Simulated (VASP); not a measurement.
# SiF (Pm-3m) in VASP: a series of runs, part 2 of 2

VASP 6.6.1. Earlier steps stand in the parts before.

**4. Vibrations by perturbation theory, PBEsol**

Input file INCAR:

```
PREC     = Accurate       # precision mode
ENCUT    = 520            # plane-wave cutoff, eV
EDIFF    = 1E-8           # SCF threshold, eV
ISMEAR   = -1             # smearing method
SIGMA    = 0.05           # smearing width, eV
LREAL    = False          # projectors in reciprocal space
LASPH    = True           # aspherical terms in the spheres
NELM     = 60             # most SCF steps
ALGO     = Normal         # electronic algorithm
ISIF     = 2              # what is computed and relaxed
LWAVE    = False          # write WAVECAR
LCHARG   = True           # write CHGCAR
GGA      = PS             # functional
IBRION   = 8              # ionic algorithm
NSW      = 1              # ionic steps
```

Input file KPOINTS:

```
regular mesh
0
Gamma
  9 9 9
```

Input file POSCAR:

```
SiF
1.0
    3.0286000000      0.0000000000      0.0000000000
    0.0000000000      3.0286000000      0.0000000000
    0.0000000000      0.0000000000      3.0286000000
Si F
1 1
Direct
    0.5000000000      0.5000000000      0.5000000000
    0.0000000000      0.0000000000      0.0000000000
```

Potentials or basis: VASP PAW PBE potentials, release 64 (Si, F).

On the command line:

```bash
$ cat potpaw_PBE.64/Si/POTCAR potpaw_PBE.64/F/POTCAR > POTCAR
$ mpirun -np 1 vasp_std > vasp.out
```

OUTCAR:

```text
PREC = Accurate
   ENCUT = 520
   EDIFF = 1E-8
   ISMEAR = -1
   LREAL = False
   LASPH = True
   NELM = 60
   ISIF = 2
   GGA = PS
   IBRION = 8
   NSW = 1

 ion  position               nearest neighbor table
   1  0.500  0.500  0.500-
   2  0.000  0.000  0.000-

  LATTYP: Found a simple cubic cell.
 ALAT       =     3.0286000000

  Lattice vectors:

 A1 = (   3.0286000000,   0.0000000000,   0.0000000000)
[... 542 lines left out ...]
               1X          1Y          1Z          2X          2Y          2Z
  1X     0.780474   -0.000000    0.000000   -0.780474    0.000000   -0.000000
  1Y     0.000000    0.780474    0.000000   -0.000000   -0.780474   -0.000000
  1Z    -0.000000   -0.000000    0.780474    0.000000    0.000000   -0.780474
  2X    -0.759426    0.000000    0.000000    0.759426    0.000000    0.000000
  2Y     0.000000   -0.759426    0.000000    0.000000    0.759426    0.000000
  2Z     0.000000    0.000000   -0.759426    0.000000    0.000000    0.759426

 Eigenvectors and eigenvalues of the dynamical matrix
 ----------------------------------------------------

   1 f  =    0.027361 THz     0.171915 2PiTHz    0.912669 cm-1     0.113156 meV
             X         Y         Z           dx          dy          dz
      1.514300  1.514300  1.514300    -0.167144   -0.571940   -0.484605
      0.000000  0.000000  0.000000    -0.139364   -0.476882   -0.404063
[... 21 lines left out ...]
   6 f/i=    4.069670 THz    25.570488 2PiTHz  135.749565 cm-1    16.830793 meV
             X         Y         Z           dx          dy          dz
      1.514300  1.514300  1.514300    -0.633137    0.094871    0.015554
      0.000000  0.000000  0.000000     0.759342   -0.113782   -0.018655

--------------------------------------------------------------------------------------------------------

 ELASTIC MODULI CONTR FROM IONIC RELAXATION (kBar)
 Direction    XX          YY          ZZ          XY          YZ          ZX
 --------------------------------------------------------------------------------
 XX           0.0000      0.0000      0.0000      0.0000      0.0000      0.0000
 YY           0.0000      0.0000      0.0000      0.0000      0.0000      0.0000
 ZZ           0.0000      0.0000      0.0000      0.0000      0.0000      0.0000
 XY           0.0000      0.0000      0.0000      0.0000      0.0000      0.0000
 YZ           0.0000      0.0000      0.0000      0.0000      0.0000      0.0000
 ZX           0.0000      0.0000      0.0000      0.0000      0.0000      0.0000
 --------------------------------------------------------------------------------
```

OSZICAR:

```text
N       E                     dE             d eps       ncg     rms          rms(c)
DAV:   1     0.244850597891E+02    0.24485E+02   -0.49851E+03   630   0.102E+03
DAV:   2    -0.822360590531E+01   -0.32709E+02   -0.31944E+02   899   0.155E+02
DAV:   3    -0.905276607163E+01   -0.82916E+00   -0.81364E+00   717   0.258E+01
DAV:   4    -0.905606911003E+01   -0.33030E-02   -0.32969E-02   738   0.170E+00
[... 40 lines left out ...]
RMM:   8    -0.530686960518E+00   -0.29699E-05   -0.30178E-09  1956   0.383E-04    0.744E-05
RMM:   9    -0.530685124188E+00    0.18363E-05   -0.22715E-09  2123   0.149E-04    0.121E-05
RMM:  10    -0.530685036167E+00    0.88021E-07   -0.21142E-09  2123   0.590E-05    0.244E-06
RMM:  11    -0.530685023105E+00    0.13062E-07   -0.10189E-09  2175   0.436E-05    0.874E-07
RMM:  12    -0.530685013554E+00    0.95508E-08   -0.20354E-09  1614   0.396E-05    0.104E-07
 Linear response finished
```

It took 42 s on 1 thread of Intel Xeon Platinum 8259CL at 2.50GHz (Skylake/Cascade Lake), shared host; peak memory 0.17 GiB.

What came out:

```
Highest phonon frequency at Γ, LO-TO splitting left out : 1 cm⁻¹
Most unstable mode                                      : 136i cm⁻¹
```

Phonon frequencies in cm⁻¹ (negative: imaginary):
| q point | frequencies |
| --- | --- |
| (0.000, 0.000, 0.000) | -136 -136 -136 1 1 1 |

Caveat: the cell stands under pressure or tension, which shifts response properties; some modes are imaginary; the PAW data sets were made with another functional, which shifts forces and pressure a little.

**5. Elastic constants, PBE**

Input file INCAR:

```
SYSTEM = SiF
  PREC = Accurate
  ENCUT = 600
  EDIFF = 1E-8
  ISMEAR = -1
  SIGMA = 0.05
  LREAL = .False.
  LASPH = .True.
  NELM = 100
  ALGO = Normal
  ISIF = 3
  LWAVE = .False.
  LCHARG = .False.
  GGA = PE
  NBANDS = 12
  IBRION = 6
  NFREE = 2
  POTIM = 0.015
  NSW = 1
```

Input file KPOINTS:

```
Automatic mesh
0
Gamma
  7 7 7
  0 0 0
```

POSCAR is that of step 4.

Potentials or basis: VASP PAW PBE potentials, release 64 (Si, F).

On the command line:

```bash
$ cat potpaw_PBE.64/Si/POTCAR potpaw_PBE.64/F/POTCAR > POTCAR
$ mpirun -np 1 vasp_std > vasp.out
```

OUTCAR:

```text
SYSTEM = SiF
   PREC = Accurate
   ENCUT = 600
   EDIFF = 1E-8
   ISMEAR = -1
   LREAL = .False.
   LASPH = .True.
   NELM = 100
   ISIF = 3
   GGA = PE
   IBRION = 6
   NFREE = 2
   POTIM = 0.015
   NSW = 1

 ion  position               nearest neighbor table
   1  0.500  0.500  0.500-
   2  0.000  0.000  0.000-

  LATTYP: Found a simple cubic cell.
 ALAT       =     3.0286000000

  Lattice vectors:

 A1 = (   3.0286000000,   0.0000000000,   0.0000000000)
 A2 = (   0.0000000000,   3.0286000000,   0.0000000000)
 A3 = (   0.0000000000,   0.0000000000,   3.0286000000)

Analysis of symmetry for initial positions (statically):
=====================================================================
 Subroutine PRICEL returns:
 Original cell was already a primitive cell.

 Routine SETGRP: Setting up the symmetry group for a
 simple cubic supercell.

 Subroutine GETGRP returns: Found 48 space group operations
 (whereof 48 operations were pure point group operations)
 out of a pool of 48 trial point group operations.

The static configuration has the point symmetry O_h .

Analysis of symmetry for dynamics (positions and initial velocities):
=====================================================================
 Subroutine PRICEL returns:
 Original cell was already a primitive cell.

 Routine SETGRP: Setting up the symmetry group for a
 simple cubic supercell.

 Subroutine GETGRP returns: Found 48 space group operations
 (whereof 48 operations were pure point group operations)
 out of a pool of 48 trial point group operations.

The dynamic configuration has the point symmetry O_h .

 Subroutine INISYM returns: Found 48 space group operations
 (whereof 48 operations are pure point group operations),
 and found     1 'primitive' translations

----------------------------------------------------------------------------------------

                                     Primitive cell

  volume of cell :      27.7796

  direct lattice vectors                    reciprocal lattice vectors
     3.028600000  0.000000000  0.000000000     0.330185564  0.000000000  0.000000000
     0.000000000  3.028600000  0.000000000     0.000000000  0.330185564  0.000000000
     0.000000000  0.000000000  3.028600000     0.000000000  0.000000000  0.330185564

  length of vectors
     3.028600000  3.028600000  3.028600000     0.330185564  0.330185564  0.330185564

  position of ions in fractional coordinates (direct lattice)
[... 302 lines left out ...]
--------------------------------------- Ionic step       17  -------------------------------------------

 number of electron      11.0000009 magnetization

 Free energy of the ion-electron system (eV)
  ---------------------------------------------------
  ext. energy  EPLUGINS =         0.00000000
  ---------------------------------------------------
  free energy    TOTEN  =        -7.80161463 eV

  energy without entropy =       -7.78610670  energy(sigma->0) =       -7.79386066

 E-fermi :   5.7586     XC(G=0): -10.3043

 val. band max:        5.6722096508   @ k =   0.2857   0.4286   0.4286
 cond. band min:       5.7815098769   @ k =   0.4286   0.4286   0.2857
 fundamental gap:      0.1093002261
 Fermi energy:         5.7585601545

 k-point     1 :       0.0000    0.0000    0.0000
  band No.  band energies     occupation
      1     -18.2711      2.00000
      2      -3.1899      2.00000
      3       0.6297      2.00000
      4       0.6297      2.00000
      5       0.6302      2.00000
      6      10.9275      0.00000
      7      10.9325      0.00000
      8      10.9325      0.00000
      9      11.6135      0.00000
     10      11.6192      0.00000
     11      21.8150      0.00000
     12      22.7259      0.00000
[... 331 lines left out ...]
 k-point    24 :       0.0000    0.1429    0.1429
  band No.  band energies     occupation
      1     -18.1868      2.00000
      2      -3.3430      2.00000
      3       0.2216      2.00000
      4       0.7465      2.00000
      5       1.3214      2.00000
      6       8.6509      0.00000
      7       8.7194      0.00000
      8      10.9357      0.00000
      9      13.3311      0.00000
     10      15.3536      0.00000
     11      20.0268      0.00000
     12      21.1926      0.00000

 [... further k-points ...]

------------------------ aborting loop because EDIFF is reached ----------------------------------------

  FORCE on cell =-STRESS in cart. coord.  units (eV):
  Direction    XX          YY          ZZ          XY          YZ          ZX
  --------------------------------------------------------------------------------------
  -------------------------------------------------------------------------------------
  Total       -0.0781815     -0.0741188     -0.0741188      0.0000000      0.0000000      0.0000000
  in kB       -4.5090914     -4.2747730     -4.2747730      0.0000000      0.0000000      0.0000000
  external PRESSURE =      -4.3528791 kB  Pullay stress =       0.0000000 kB
[... 17 lines left out ...]
  FREE ENERGIE OF THE ION-ELECTRON SYSTEM (eV)
  ---------------------------------------------------
  free  energy   TOTEN  =        -7.8016146281 eV

  energy  without entropy=       -7.7861066970  energy(sigma->0) =       -7.79386066

 INTERNAL STRAIN TENSORS FROM STRAINED CELLS
 ============================================

 INTERNAL STRAIN TENSOR FOR ION    1 for displacements in x,y,z  (eV/Angst):
          X           Y           Z          XY          YZ          ZX
  --------------------------------------------------------------------------------
  x     0.00000     0.00000     0.00000     0.00000     0.00000    -0.00000
  y     0.00000     0.00000     0.00000     0.00000     0.00000     0.00000
  z     0.00000     0.00000     0.00000     0.00000     0.00000     0.00000

 INTERNAL STRAIN TENSORS FROM DISPLACED ATOMS
 ============================================

 INTERNAL STRAIN TENSOR FOR ION    1 for displacements in x,y,z  (eV/Angst):
          X           Y           Z          XY          YZ          ZX
  --------------------------------------------------------------------------------
  x     0.00000     0.00000     0.00000     0.00000     0.00000     0.00000
  y     0.00000     0.00000     0.00000     0.00000     0.00000     0.00000
  z     0.00000     0.00000     0.00000     0.00000     0.00000     0.00000

 INTERNAL STRAIN TENSOR FOR ION    2 for displacements in x,y,z  (eV/Angst):
          X           Y           Z          XY          YZ          ZX
  --------------------------------------------------------------------------------
  x     0.00000     0.00000     0.00000     0.00000     0.00000     0.00000
  y     0.00000     0.00000     0.00000     0.00000     0.00000     0.00000
  z     0.00000     0.00000     0.00000     0.00000     0.00000     0.00000

 Eigenvectors and eigenvalues of the dynamical matrix
 ----------------------------------------------------

   1 f  =    0.017476 THz     0.109807 2PiTHz    0.582948 cm-1     0.072276 meV
             X         Y         Z           dx          dy          dz
      1.514300  1.514300  1.514300    -0.000000   -0.357115   -0.681949
      0.000000  0.000000  0.000000     0.000000   -0.296109   -0.565450
[... 21 lines left out ...]
   6 f/i=    4.384484 THz    27.548527 2PiTHz  146.250651 cm-1    18.132762 meV
             X         Y         Z           dx          dy          dz
      1.514300  1.514300  1.514300     0.000000    0.000000   -0.638290
      0.000000  0.000000  0.000000     0.000000    0.000000    0.769796

--------------------------------------------------------------------------------------------------------

 ELASTIC MODULI CONTR FROM IONIC RELAXATION (kBar)
 Direction    XX          YY          ZZ          XY          YZ          ZX
 --------------------------------------------------------------------------------
 XX           0.0000      0.0000      0.0000      0.0000      0.0000      0.0000
 YY           0.0000      0.0000      0.0000      0.0000      0.0000      0.0000
 ZZ           0.0000      0.0000      0.0000      0.0000      0.0000      0.0000
 XY           0.0000      0.0000      0.0000      0.0000      0.0000      0.0000
 YZ           0.0000      0.0000      0.0000      0.0000      0.0000      0.0000
 ZX           0.0000      0.0000      0.0000      0.0000      0.0000      0.0000
 --------------------------------------------------------------------------------

 TOTAL ELASTIC MODULI (kBar)
 Direction    XX          YY          ZZ          XY          YZ          ZX
 --------------------------------------------------------------------------------
 XX       -1217.5495   1724.4685   1724.4685      0.0000      0.0000      0.0000
 YY        1724.4685  -1217.5495   1724.4685     -0.0000      0.0000     -0.0000
 ZZ        1724.4685   1724.4685  -1217.5495     -0.0000     -0.0000     -0.0000
 XY           0.0000     -0.0000     -0.0000   -774.5536      0.0000      0.0000
 YZ           0.0000      0.0000     -0.0000      0.0000   -774.5536      0.0000
 ZX           0.0000     -0.0000     -0.0000      0.0000      0.0000   -774.5536
 --------------------------------------------------------------------------------
```

It took 1.9 min on 1 thread of Intel Xeon Platinum 8259CL at 2.50GHz (Skylake/Cascade Lake), shared host; peak memory 0.19 GiB.

What came out:

* Elastic constants C11, C12, C44: -122, 172, -77 GPa
* Voigt bulk modulus: 74 GPa
* Highest phonon frequency at Γ, LO-TO splitting left out: 1 cm⁻¹
* Most unstable mode: 146i cm⁻¹

Phonon frequencies in cm⁻¹ (negative: imaginary):
```tsv
q point	frequencies
(0.000, 0.000, 0.000)	-146 -146 -146 1 1 1
```

Elastic tensor in Voigt notation (GPa, in the Cartesian axes of the cell as first typed):
```
-122  172  172    0    0    0
 172 -122  172    0    0    0
 172  172 -122    0    0    0
   0    0    0  -77    0    0
   0    0    0    0  -77    0
   0    0    0    0    0  -77
```

Clamped-ion elastic tensor (GPa):
```
-122  172  172    0    0    0
 172 -122  172    0    0    0
 172  172 -122    0    0    0
   0    0    0  -77    0    0
   0    0    0    0  -77    0
   0    0    0    0    0  -77
```

Caveat: some modes are imaginary; the elastic tensor has a negative eigenvalue, so either the cell is unstable as it stands or the mesh is too thin.
